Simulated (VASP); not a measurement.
Si8C7 (a cell with a defect), 15 atoms in the cell. The cell holds a defect, 15 atoms: a = 6.161 Å, b = 6.161 Å, c = 6.161 Å, α = 60.00°, β = 60.00°, γ = 60.00°.  This cell differs from its parent crystal: atoms taken out.

```yaml
Program: VASP 6.6.1
Task: single point
Functional: PBEsol
Potentials_or_basis: VASP PAW PBE potentials, release 64 (Si, C)
Cutoff: 520 eV
k_mesh: 6 × 6 × 6
Occupations: gaussian, width 0.05 eV
Spin: no spin polarisation
Dipole_correction: no
Charge: 4
Further_INCAR_settings: LREAL = Auto; ALGO = Normal; EDIFF = 1e-07; NBANDS = 43; NELECT = 56.0
```

Potentials or basis: VASP PAW PBE potentials, release 64 (Si, C).

Launch:

```console
$ cat potpaw_PBE.64/Si/POTCAR potpaw_PBE.64/C/POTCAR > POTCAR
$ mpirun -np 1 vasp_std > vasp.out
```

Hardware: 1 thread of Intel Xeon 8259CL, on a shared host.

Task: How long does it take, and how much memory?

Result: It took 37 min on 1 thread of Intel Xeon 8259CL, on a shared host, peak memory 0.63 GiB. Counts: scf iterations 17, k points 112.
